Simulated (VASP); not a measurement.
# C (a cell with a defect) in VASP: further runs

Aim: see how the results for C (a cell with a defect) move with the level of theory and the settings. Levels: PBE, LDA. Tasks: single point.

Program: VASP 6.6.1. These are calculated values, not measurements. Logs are shortened: lines on timing, memory, paths and dates and some standing lists are left out, and cuts for length are marked.

### 1 The cell of the first run

The cell holds a defect, 33 atoms: a = 6.186 Å, b = 6.186 Å, c = 6.186 Å, α = 109.47°, β = 109.47°, γ = 109.47°.

### 2 Single point, PBE

Contents of INCAR:

```
SYSTEM = C
ALGO = Normal
EDIFF = 1E-6
ENCUT = 520
GGA = PE
GGA_COMPAT = .FALSE.
ISIF = 2
ISMEAR = -1
LASPH = .TRUE.
LCHARG = .FALSE.
LREAL = Auto
LWAVE = .FALSE.
NBANDS = 88
NELM = 120
PREC = Accurate
SIGMA = 0.01
```

Contents of KPOINTS:

```
k-points
0
G
  1 1 1
  0 0 0
```

Contents of POSCAR:

```
C
1.0
   -3.5715719948      3.5715719948      3.5715719948
    3.5715719948     -3.5715719948      3.5715719948
    3.5715719948      3.5715719948     -3.5715719948
C
33
Direct
    0.0094380434      0.0060360028      0.0092340613
   -0.0004720447      0.2457298530      0.7454407822
    0.0005868043      0.4950768773      0.4971213127
   -0.0093180561      0.7489760812      0.2475271140
    0.2643262913      0.0043906731      0.7529671626
    0.2488716907      0.2543008256      0.5046459349
    0.2058710889      0.4870828690      0.2227043119
    0.2477159688      0.7510899677     -0.0074358809
    0.4847457994      0.0129517287      0.4697108890
    0.5023686657      0.2622347808      0.2488190341
    0.4977668804      0.4956507149      0.0108081748
    0.5152547241      0.7340897687      0.7790784314
    0.7511963615      0.0049357395      0.2563296608
    0.7357875340      0.2378238713     -0.0090147481
    0.7523922874      0.4940373473      0.7542998415
    0.7943086741      0.7660031165      0.5321139813
    0.0270888861      0.0103779313      0.7644594708
    0.0000419508      0.2500058771      0.5008797894
   -0.0269416933      0.4865535052      0.2342242851
    0.0000515883      0.7500331176      0.0009036455
    0.2445694795      0.0052633760      0.4950553258
    0.2517482512      0.2611747022      0.2560850812
    0.2389806970      0.4947922926     -0.0098328904
    0.2560087067      0.7465149049      0.7457005093
    0.4968271105      0.0135014133      0.2373748961
    0.5000585602      0.2500171959      0.0008818652
    0.5032294951      0.4897054217      0.7675869771
    0.4105188573      0.7500080841      0.4111183259
    0.7555150077     -0.0003296210      0.0115952877
    0.7440782516      0.2388881165      0.7414345774
    0.7611570151      0.5003402537      0.5067352137
    0.7483775406      0.7535178544      0.2603553661
    0.5896643299      0.7496414381      0.5904001384
```

Potentials or basis: VASP PAW PBE potentials, release 64 (C).

On the command line:

```bash
cat potpaw_PBE.64/C/POTCAR > POTCAR
mpirun -np 1 vasp_gam > vasp.out
```

OUTCAR:

```text
SYSTEM = C
   EDIFF = 1E-6
   ENCUT = 520
   GGA = PE
   ISIF = 2
   ISMEAR = -1
   LASPH = .TRUE.
   LREAL = Auto
   NELM = 120
   PREC = Accurate

 ion  position               nearest neighbor table
   1  0.009  0.006  0.009-  22 1.54  20 1.55  17 1.56  29 1.56
   2  1.000  0.246  0.745-  23 1.51  18 1.52  30 1.56  17 1.56
   3  0.001  0.495  0.497-  31 1.51  18 1.52  24 1.56  19 1.56
   4  0.991  0.749  0.248-  32 1.54  20 1.55  19 1.56  21 1.56
   5  0.264  0.004  0.753-  17 1.50  26 1.51  21 1.56  24 1.56
   6  0.249  0.254  0.505-  21 1.51  18 1.52  22 1.56  27 1.56
[... 19 lines left out ...]
  26  0.500  0.250  0.001-  11 1.51   5 1.51  14 1.51  10 1.51
  27  0.503  0.490  0.768-  12 1.46  11 1.50   6 1.56  15 1.56
  28  0.411  0.750  0.411-  33 1.28   9 1.41   7 1.41
  29  0.756  1.000  0.012-  13 1.51  12 1.53  14 1.56   1 1.56
  30  0.744  0.239  0.741-  15 1.54   2 1.56  14 1.56   9 1.58
  31  0.761  0.500  0.507-   3 1.51  16 1.53  10 1.56  15 1.56
  32  0.748  0.754  0.260-   4 1.54  13 1.56  11 1.56  16 1.58
  33  0.590  0.750  0.590-  28 1.28  16 1.41  12 1.41

  LATTYP: Found a body centered cubic cell.
 ALAT       =     7.1431439896

  Lattice vectors:

 A1 = (  -3.5715719948,   3.5715719948,   3.5715719948)
 A2 = (   3.5715719948,  -3.5715719948,   3.5715719948)
 A3 = (   3.5715719948,   3.5715719948,  -3.5715719948)

Analysis of symmetry for initial positions (statically):
=====================================================================
 Subroutine PRICEL returns:
 Original cell was already a primitive cell.

 Routine SETGRP: Setting up the symmetry group for a
 body centered cubic supercell.

 Subroutine GETGRP returns: Found  1 space group operations
 (whereof  1 operations were pure point group operations)
 out of a pool of 48 trial point group operations.

The static configuration has the point symmetry C_1 .

Analysis of symmetry for dynamics (positions and initial velocities):
=====================================================================
 Subroutine PRICEL returns:
 Original cell was already a primitive cell.

 Routine SETGRP: Setting up the symmetry group for a
 body centered cubic supercell.

 Subroutine GETGRP returns: Found  1 space group operations
 (whereof  1 operations were pure point group operations)
 out of a pool of 48 trial point group operations.

The dynamic configuration has the point symmetry C_1 .

 Subroutine INISYM returns: Found  1 space group operations
 (whereof  1 operations are pure point group operations),
 and found     1 'primitive' translations

----------------------------------------------------------------------------------------

                                     Primitive cell

  volume of cell :     182.2377

  direct lattice vectors                    reciprocal lattice vectors
    -3.571571995  3.571571995  3.571571995     0.000000000  0.139994378  0.139994378
     3.571571995 -3.571571995  3.571571995     0.139994378  0.000000000  0.139994378
     3.571571995  3.571571995 -3.571571995     0.139994378  0.139994378  0.000000000

  length of vectors
     6.186144158  6.186144158  6.186144158     0.197981948  0.197981948  0.197981948

  position of ions in fractional coordinates (direct lattice)
     0.009438043  0.006036003  0.009234061
     0.999527955  0.245729853  0.745440782
     0.000586804  0.495076877  0.497121313
     0.990681944  0.748976081  0.247527114
     0.264326291  0.004390673  0.752967163
     0.248871691  0.254300826  0.504645935
[... 25 lines left out ...]
     0.748377541  0.753517854  0.260355366
     0.589664330  0.749641438  0.590400138

  ion indices of the primitive-cell ions
   primitive index   ion index
                 1           1
                 2           2
                 3           3
                 4           4
                 5           5
                 6           6
[... 25 lines left out ...]
                32          32
                33          33

----------------------------------------------------------------------------------------

 KPOINTS: k-points

Automatic generation of k-mesh.
 Grid dimensions read from file:
 generate k-points for:    1    1    1

 Generating k-lattice:

  Cartesian coordinates                     Fractional coordinates (reciprocal lattice)
     0.000000000  0.139994378  0.139994378     1.000000000  0.000000000  0.000000000
     0.139994378  0.000000000  0.139994378     0.000000000  1.000000000  0.000000000
     0.139994378  0.139994378  0.000000000     0.000000000  0.000000000  1.000000000

  Length of vectors
     0.197981948  0.197981948  0.197981948

  Shift w.r.t. Gamma in fractional coordinates (k-lattice)
     0.000000000  0.000000000  0.000000000

 Subroutine IBZKPT returns following result:
 ===========================================

 Found      1 irreducible k-points:

 Following reciprocal coordinates:
            Coordinates               Weight
  0.000000  0.000000  0.000000      1.000000
   k-points           NKPTS =      1   k-points in BZ     NKDIM =      1   number of bands    NBANDS=     88
   number of dos      NEDOS =    301   number of ions     NIONS =     33
   total plane-waves  NPLWV = 110592
   dimension x,y,z NGX =    48 NGY =   48 NGZ =   48
   dimension x,y,z NGXF=    96 NGYF=   96 NGZF=   96
   ions per type =              33
   NGX,Y,Z   is equivalent  to a cutoff of  12.90, 12.90, 12.90 a.u.
   NGXF,Y,Z  is equivalent  to a cutoff of  25.80, 25.80, 25.80 a.u.
 SYSTEM =  C
   PREC   = accura    normal or accurate (medium, high low for compatibility)
   ISTART =      0    job   : 0-new  1-cont  2-samecut
   ICHARG =      2    charge: 1-file 2-atom 10-const
   ISPIN  =      1    spin polarized calculation?
   LNONCOLLINEAR =      F non collinear calculations
   LSORBIT =      F    spin-orbit coupling
   LASPH  =      T    aspherical Exc in radial PAW
   ENCUT  =  520.0 eV  38.22 Ry    6.18 a.u.  11.50 11.50 11.50*2*pi/ulx,y,z
   NELM   =    120;   NELMIN=  2; NELMDL= -5     # of ELM steps
   EDIFF  = 0.1E-05   stopping-criterion for ELM
   LREAL  =      T    real-space projection
   EDIFFG = 0.1E-04   stopping-criterion for IOM
   NSW    =      0    number of steps for IOM
   IBRION =     -1    ionic relax: 0-MD 1-quasi-New 2-CG
   NFREE  =      0    steps in history (QN), initial steepest desc. (CG)
   ISIF   =      2    stress and relaxation
   ISYM   =      2    0-nonsym 1-usesym 2-fastsym
   POTIM  = 0.5000    time-step for ionic-motion
   TEBEG  =    0.0;   TEEND  =   0.0 temperature during run
   PSTRESS=    0.0 pullay stress
   NELECT =     132.0000    total number of electrons
   NUPDOWN=      -1.0000    fix difference up-down
   EMIN   =  10.00;   EMAX   =-10.00  energy-range for DOS
   EFERMI =   0.00;   METHOD = LEGACY
   ISMEAR =    -1;   SIGMA  =   0.01  broadening in eV -4-tet -1-fermi 0-gaus
   EFERMI_NEDOS =   21; number of points for ismear=-14 and -15
   IALGO  =     38    algorithm
   IMIX   =      4    mixing-type and parameters
     AMIX     =   0.40;   BMIX     =  1.00
     AMIX_MAG =   1.60;   BMIX_MAG =  1.00
  volume/ion in A,a.u.               =       5.52        37.27
  Fermi-wavevector in a.u.,A,eV,Ry     =   1.470235  2.778341 29.410227  2.161591
  Thomas-Fermi vector in A             =   2.585516
   LORBIT       =      0    0 simple, 1 ext, 2 COOP (PROOUT), +10 PAW based schemes
   GGA     = PE    functional components
   LHFCALC =     F    Hartree Fock is set to
   AEXX    =    0.0000 exact exchange contribution
   IVDW    =     0    specifies the selected vdW correction
   LEPSILON=     F    determine dielectric tensor
   LRPA    =     F    only Hartree local field effects (RPA)
 non-spin polarized calculation
  energy-cutoff  :      520.00
  volume of cell :      182.24
 maximum number of plane-waves:      2461
 NGX is ok and might be reduce to    48
   NGX = 23   NGY = 23   NGZ = 23

 number of electron     132.0000000 magnetization

 Free energy of the ion-electron system (eV)
  ---------------------------------------------------
  ext. energy  EPLUGINS =         0.00000000
  ---------------------------------------------------
  free energy    TOTEN  =      -284.45624981 eV

  energy without entropy =     -284.45624981  energy(sigma->0) =     -284.45624981

 E-fermi :  11.5835     XC(G=0): -13.3751

 val. band max:       11.2656472601   @ k =   0.0000   0.0000   0.0000
 cond. band min:      11.9171463876   @ k =   0.0000   0.0000   0.0000
 fundamental gap:      0.6514991276
 Fermi energy:        11.5835065670

 k-point     1 :       0.0000    0.0000    0.0000
  band No.  band energies     occupation
      1     -11.8034      2.00000
      2      -8.1457      2.00000
      3      -8.0104      2.00000
      4      -7.5747      2.00000
      5      -7.5520      2.00000
      6      -7.3105      2.00000
[... 70 lines left out ...]
     77      17.0035      0.00000
     78      17.3827      0.00000
 [bands above 78 left out]

------------------------ aborting loop because EDIFF is reached ----------------------------------------

  FORCE on cell =-STRESS in cart. coord.  units (eV):
  Direction    XX          YY          ZZ          XY          YZ          ZX
  --------------------------------------------------------------------------------------
  -------------------------------------------------------------------------------------
  Total        6.5924648     58.2362942     33.9771453     -0.0225359      0.0085516      0.0010362
  in kB       57.9589062    511.9954431    298.7165275     -0.1981283      0.0751830      0.0091100
  external PRESSURE =     289.5569589 kB  Pullay stress =       0.0000000 kB

 VOLUME and BASIS-vectors are now :
 -----------------------------------------------------------------------------
  energy-cutoff  :      520.00
  volume of cell :      182.24
      direct lattice vectors                 reciprocal lattice vectors
    -3.571571995  3.571571995  3.571571995     0.000000000  0.139994378  0.139994378
     3.571571995 -3.571571995  3.571571995     0.139994378  0.000000000  0.139994378
     3.571571995  3.571571995 -3.571571995     0.139994378  0.139994378  0.000000000

 POSITION                                       TOTAL-FORCE (eV/Angst)
 -----------------------------------------------------------------------------------
      0.02083      0.04513      0.02229        -0.059098     -0.193789     -0.147477
     -0.02985      5.35464      1.78513        -0.132369      0.064258      0.179326
      3.54161      0.00940     -0.00521        -0.140048     -0.068866     -0.180530
      0.02079      1.74733      5.32925        -0.060775      0.189788      0.148962
      1.76090      3.61766     -1.72953        -0.044261     -0.259175      0.216636
      1.82177      1.78299     -0.00526         0.140126      0.074614     -0.178859
[... 25 lines left out ...]
      0.94824      0.91152      4.43425         0.358190      0.095173     -0.306515
      2.68003      1.53729      2.67477         0.022217      0.977566      0.012590
 -----------------------------------------------------------------------------------
    total drift:                               -0.008029      0.010369     -0.013235

  FREE ENERGIE OF THE ION-ELECTRON SYSTEM (eV)
  ---------------------------------------------------
  free  energy   TOTEN  =      -284.4562498058 eV

  energy  without entropy=     -284.4562498058  energy(sigma->0) =     -284.45624981
```

Wall time 25 s (1 thread of Intel Xeon 6975P-C (Granite Rapids), shared host); peak memory 0.29 GiB.

Results:

* Free energy: -284.4562 eV
* Pressure: 29.0 GPa
* Largest force: 0.991 eV/Å
* Band gap on the k mesh: 0.65 eV

Forces on the atoms (eV/Å):
```
C   -0.059 -0.194 -0.147
C   -0.132  0.064  0.179
C   -0.140 -0.069 -0.181
C   -0.061  0.190  0.149
C   -0.044 -0.259  0.217
C    0.140  0.075 -0.179
C   -0.414  0.161  0.198
C    0.055  0.192 -0.144
C    0.391  0.168 -0.178
C    0.043  0.262  0.212
C    0.043 -0.263 -0.219
C    0.383 -0.152  0.197
C    0.140 -0.071  0.177
C   -0.044  0.262 -0.218
C    0.059 -0.195  0.144
C   -0.405 -0.157 -0.202
C    0.334  0.255  0.173
C    0.002  0.005 -0.004
C    0.335 -0.263 -0.174
C    0.002  0.003 -0.002
C    0.243 -0.052  0.013
C    0.361 -0.096  0.312
C   -0.238 -0.055 -0.022
C   -0.356  0.090  0.315
C   -0.339 -0.263  0.176
C    0.007  0.007 -0.005
C   -0.336  0.261 -0.169
C    0.010 -0.991 -0.018
C    0.239  0.050 -0.018
C   -0.357 -0.090 -0.314
C   -0.239  0.051  0.023
C    0.358  0.095 -0.307
C    0.022  0.978  0.013
```

Stress tensor (GPa, compression positive):
```
 5.80 -0.02  0.00
-0.02 51.20  0.01
 0.00  0.01 29.87
```

Caveat: the k points lie up to 1.24 Å⁻¹ apart.

### 3 Single point, PBE

Contents of INCAR:

```
  ALGO = Normal
  EDIFF = 1E-6
  ENCUT = 520
  GGA = PE
  GGA_COMPAT = F
  ISIF = 2
  ISMEAR = 0
  LASPH = T
  LCHARG = F
  LREAL = Auto
  LWAVE = F
  NBANDS = 88
  NELM = 120
  PREC = Accurate
  SIGMA = 0.01
```

Contents of KPOINTS:

```
Automatic mesh
0
Gamma
  1 1 1
  0.25 0.25 0.25
```

POSCAR: that of step 2 with these lines changed.

```diff
@@ -2,5 +2,5 @@
 1.0
-   -3.5715719948      3.5715719948      3.5715719948
-    3.5715719948     -3.5715719948      3.5715719948
-    3.5715719948      3.5715719948     -3.5715719948
+   -3.5715719900      3.5715719900      3.5715719900
+    3.5715719900     -3.5715719900      3.5715719900
+    3.5715719900      3.5715719900     -3.5715719900
 C
```

Potentials or basis: VASP PAW PBE potentials, release 64 (C).

On the command line:

```bash
cat potpaw_PBE.64/C/POTCAR > POTCAR
mpirun -np 1 vasp_std > vasp.out
```

It took 25 s on 1 thread of Intel Xeon 6975P-C (Granite Rapids), shared host; peak memory 0.29 GiB.

Results (log left out):

| Quantity | Value |
| --- | --- |
| Free energy | -287.2830 eV |
| Pressure | 25.9 GPa |
| Largest force | 0.053 eV/Å |
| Band gap on the k mesh | 0.87 eV |

Forces in eV/Å, atoms in the order of the input:
```
C   -0.002  0.003  0.000
C   -0.002 -0.010 -0.015
C   -0.010  0.005  0.014
C   -0.003 -0.007  0.002
C   -0.014  0.005  0.004
C    0.009 -0.001  0.014
C   -0.044  0.015 -0.018
C   -0.001 -0.005  0.003
C    0.022  0.020  0.038
C    0.014 -0.004  0.000
C    0.014  0.002 -0.006
C    0.014 -0.005 -0.019
C    0.009  0.004 -0.015
C   -0.014 -0.003 -0.005
C    0.001  0.003 -0.004
C   -0.035 -0.010  0.013
C    0.020  0.003  0.010
C    0.003  0.005 -0.004
C    0.022 -0.011 -0.011
C    0.002  0.003 -0.002
C    0.002  0.001 -0.020
C    0.015 -0.003  0.014
C    0.005  0.000  0.012
C   -0.012 -0.003  0.017
C   -0.026 -0.009  0.010
C    0.007  0.007 -0.005
C   -0.023  0.008 -0.004
C    0.006 -0.049 -0.019
C   -0.002 -0.002  0.016
C   -0.013  0.004 -0.016
C    0.005 -0.004 -0.010
C    0.014  0.002 -0.010
C    0.019  0.035  0.015
```

Stress tensor (GPa, compression positive):
```
 2.41 -0.02  0.00
-0.02 48.83  0.01
 0.00  0.01 26.52
```

Levels at points of the mesh, in eV from the valence-band top:
| k point | band 63 | band 64 | band 65 | band 66 | band 67 | band 68 | band 69 | band 70 |
| --- | --- | --- | --- | --- | --- | --- | --- | --- |
| (0.25, 0.25, 0.25) | -3.31 | -3.13 | -3.11 | 0.00 | 0.87 | 3.80 | 3.93 | 3.98 |

Caveat: the k points lie up to 1.24 Å⁻¹ apart.

(Continued in part 2 of 2.)
